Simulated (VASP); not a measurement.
# CaO (P1) in VASP: a series of runs, part 2 of 2

VASP 6.6.1. The steps go on from the part before.

### 4 Single point, PBE

This run uses another cell than the first one, of 13.94 Å³/atom.

INCAR reads:

```
ALGO = Normal
EDIFF = 1E-6
ENCUT = 520
GGA = PE
GGA_COMPAT = False
ISIF = 2
ISMEAR = -1
LASPH = True
LCHARG = False
LREAL = False
LWAVE = False
NBANDS = 42
NELM = 120
PREC = Accurate
SIGMA = 0.1
```

KPOINTS reads:

```
k-points
0
Gamma
  3 3 3
```

POSCAR reads:

```
CaO
1.0
    6.8075300000      0.0000000000      0.0000000000
    3.4037650000      5.8954940000      0.0000000000
    1.7018820000      0.9825820000      2.7791620000
Ca O
4 4
Direct
   -0.0083293707     -0.0005551830     -0.0154093212
    0.0205908820      0.4855640702      0.0353343922
    0.5315948327     -0.0109355100     -0.0353372707
    0.4843197444      0.5115960691      0.0107028665
    0.2374711035      0.2648367024      0.5238838182
    0.2536357729      0.7487899754      0.5198214426
    0.7241768206      0.2533663045      0.5031818944
    0.7463442836      0.7420685399      0.5319610732
```

Potentials or basis: VASP PAW PBE potentials, release 64 (Ca_sv, O).

The run is started by

```bash
cat potpaw_PBE.64/Ca_sv/POTCAR potpaw_PBE.64/O/POTCAR > POTCAR
mpirun -np 1 vasp_std > vasp.out
```

OUTCAR:

```text
EDIFF = 1E-6
   ENCUT = 520
   GGA = PE
   ISIF = 2
   ISMEAR = -1
   LASPH = True
   LREAL = False
   NELM = 120
   PREC = Accurate

 ion  position               nearest neighbor table
   1  0.992  0.999  0.985-   6 2.33   8 2.42   7 2.45   5 2.47   7 2.47   6 2.55
   2  0.021  0.486  0.035-   5 2.22   5 2.30   6 2.39   8 2.43   8 2.53   7 2.56
   3  0.532  0.989  0.965-   7 2.21   8 2.24   8 2.41   5 2.49   6 2.50
   4  0.484  0.512  0.011-   6 2.29   7 2.34   6 2.37   8 2.37   5 2.38   7 2.47
   5  0.237  0.265  0.524-   2 2.22   2 2.30   4 2.38   1 2.47   3 2.49
   6  0.254  0.749  0.520-   4 2.29   1 2.33   4 2.37   2 2.39   3 2.50   1 2.55
[... 833 lines left out ...]
  in kB       38.1215956     34.4065331     37.8187016      1.9605895      1.3094955      2.0813051
  external PRESSURE =      36.7822768 kB  Pullay stress =       0.0000000 kB

 VOLUME and BASIS-vectors are now :
 -----------------------------------------------------------------------------
  energy-cutoff  :      520.00
  volume of cell :      111.54
      direct lattice vectors                 reciprocal lattice vectors
     6.807530000  0.000000000  0.000000000     0.146896158 -0.084810535 -0.059970099
     3.403765000  5.895494000  0.000000000     0.000000000  0.169621070 -0.059970095
     1.701882000  0.982582000  2.779162000     0.000000000  0.000000000  0.359820694

 POSITION                                       TOTAL-FORCE (eV/Angst)
 -----------------------------------------------------------------------------------
     11.82836      6.85966      2.73634         0.731585      0.312602      0.021854
      1.85305      2.89736      0.09820        -1.079651      0.264875     -0.181213
      8.62713      6.77888      2.68095        -1.171426      0.518708      0.949613
      5.05659      3.02663      0.02974         0.599786     -0.441314     -0.048807
      3.40962      2.07610      1.45596         0.126178     -0.745256      0.222869
      5.16001      4.92525      1.44467        -0.586120      0.370468     -0.222179
      6.64861      1.98814      1.39842         1.084601     -0.293595     -0.059782
      8.51192      4.89756      1.47841         0.295047      0.013512     -0.682355
 -----------------------------------------------------------------------------------
    total drift:                                0.000435     -0.000283     -0.000281

  FREE ENERGIE OF THE ION-ELECTRON SYSTEM (eV)
  ---------------------------------------------------
  free  energy   TOTEN  =       -50.7290258035 eV

  energy  without entropy=      -50.7290257997  energy(sigma->0) =      -50.72902580
```

OSZICAR:

```text
N       E                     dE             d eps       ncg     rms          rms(c)
DAV:   1     0.721722327543E+03    0.72172E+03   -0.32632E+04  1176   0.156E+03
DAV:   2    -0.111944076334E+00   -0.72183E+03   -0.69785E+03  1428   0.463E+02
DAV:   3    -0.555329342685E+02   -0.55421E+02   -0.55043E+02  1678   0.126E+02
DAV:   4    -0.577187205936E+02   -0.21858E+01   -0.21789E+01  1840   0.235E+01
DAV:   5    -0.578165093072E+02   -0.97789E-01   -0.97760E-01  1736   0.380E+00    0.173E+01
DAV:   6    -0.506860084738E+02    0.71305E+01   -0.40372E+01  1448   0.324E+01    0.702E+00
DAV:   7    -0.507325091486E+02   -0.46501E-01   -0.47076E+00  1536   0.109E+01    0.371E+00
DAV:   8    -0.507475345957E+02   -0.15025E-01   -0.60733E-01  1584   0.442E+00    0.120E+00
DAV:   9    -0.507258085213E+02    0.21726E-01   -0.24408E-01  1664   0.230E+00    0.313E-01
DAV:  10    -0.507286276737E+02   -0.28192E-02   -0.25329E-02  1608   0.812E-01    0.106E-01
DAV:  11    -0.507290631185E+02   -0.43544E-03   -0.39507E-03  1624   0.282E-01    0.946E-02
DAV:  12    -0.507290198060E+02    0.43312E-04   -0.85556E-04  1456   0.162E-01    0.968E-03
DAV:  13    -0.507290258758E+02   -0.60698E-05   -0.51438E-05  1696   0.396E-02    0.598E-03
DAV:  14    -0.507290258035E+02    0.72275E-07   -0.73850E-06  1344   0.141E-02
   1 F= -.50729026E+02 E0= -.50729026E+02  d E =-.375295E-08
```

stdout:

```text
POSCAR found type information on POSCAR CaO
 POSCAR found :  2 types and       8 ions
 scaLAPACK will be used
 LDA part: xc-table for (Slater+PW92), standard interpolation
 POSCAR, INCAR and KPOINTS ok, starting setup
 FFT: planning ... GRIDC
 FFT: planning ... GRID_SOFT
 FFT: planning ... GRID
 WAVECAR not read
 entering main loop
```

Run time: 99 s. Hardware: 1 thread of AMD EPYC 7R13 (Zen 3), shared host; peak memory 0.25 GiB.

What came out:

* Free energy: -50.7290 eV
* Pressure: 3.7 GPa
* Largest force: 1.595 eV/Å
* Band gap on the k mesh: 3.81 eV

Forces in eV/Å, atoms in the order of the input:
```
Ca   0.732  0.313  0.022
Ca  -1.080  0.265 -0.181
Ca  -1.171  0.519  0.950
Ca   0.600 -0.441 -0.049
O    0.126 -0.745  0.223
O   -0.586  0.370 -0.222
O    1.085 -0.294 -0.060
O    0.295  0.014 -0.682
```

Caveat: the k points lie up to 0.62 Å⁻¹ apart; an odd mesh through Γ misses points on the zone boundary, where band edges can lie; forces of over 1 eV/Å act on the atoms, so gaps and moduli don't describe the material at rest.

### 5 Overview

```csv
cell,gap on the mesh (eV),pressure (GPa),largest force (eV/Å)
"a = 6.796, b = 6.796, c = 3.398 Å, angles 60.0°, 8 atoms, atomic positions A",3.92,6.1,2.22
"a = 6.790, b = 6.790, c = 3.395 Å, angles 60.0°, 8 atoms, atomic positions B",3.96,6.1,1.94
"a = 6.808, b = 6.808, c = 3.404 Å, angles 60.0°, 8 atoms, atomic positions C",3.81,3.7,1.59
```

Alike in all rows: task single point; level PBE; potentials or basis VASP PAW PBE potentials, release 64 (Ca_sv, O); no spin polarisation; k mesh 3 × 3 × 3; cutoff (eV) 520; smearing fermi-dirac 0.1 eV.

Caveats: all runs use coarse meshes; an odd mesh through Γ misses points on the zone boundary, where band edges can lie; forces of over 1 eV/Å act on the atoms, so gaps and moduli don't describe the material at rest.

Absolute energies hang on the potentials; compare differences alone.
